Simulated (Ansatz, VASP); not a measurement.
# One calculation of TiO2, two programs

```
Ti O
1.0
     6.15358   -1.88347    0.00000
     6.15358    1.88347    0.00000
    -1.92833    0.00000    6.32897
Ti O
4 8
Direct
  0.80471 0.80471 0.71624
  0.09993 0.09993 0.71040
  0.19529 0.19529 0.28376
  0.90007 0.90007 0.28960
  0.05835 0.05835 0.36998
  0.63807 0.63807 0.70660
  0.13281 0.13281 0.00471
  0.94165 0.94165 0.63002
  0.73651 0.73651 0.34750
  0.86719 0.86719 0.99529
  0.26349 0.26349 0.65250
  0.36193 0.36193 0.29340
```

Alike in both runs: task electric field gradients; functional r2SCAN; k mesh 7 × 7 × 4; occupations fermi-dirac, width 0.02 eV; no spin polarisation.

```csv
,VASP,Ansatz
version,VASP 6.6.1,Ansatz 0.2.0
potentials or method,"VASP PAW PBE potentials, release 64 (Ti_sv, O)","plane-wave PAW, scalar-relativistic"
plane-wave cutoff (eV),520,500
valence electrons in the cell,96,96
```

VASP gave:

| Property | Result |
| --- | --- |
| gap on the k mesh at the Fermi level (eV) | 3.12 |
| pressure (GPa) | -4.6 |
| traceless stress, the component that is largest in VASP (GPa) | -0.41 |
| rms of the force components (eV/Å) | 0.053 |
| size of Vzz on the site where it differs most (V/Å²) | 10.8 |

Question: Which values does Ansatz return?

Answer: gap on the k mesh at the Fermi level (eV): 3.10; pressure (GPa): -5.6; traceless stress, the component that is largest in VASP (GPa): -0.43; rms of the force components (eV/Å): 0.086; size of Vzz on the site where it differs most (V/Å²): 14.2.

VASP's potentials were made for PBE, not for r2SCAN. Atom by atom the forces differ by 0.045 eV/Å (rms over components). One of these differences is far larger than is usual between the two programs; its cause wasn't traced. With one functional, cell and mesh, what is left measures potentials, basis and numerics.
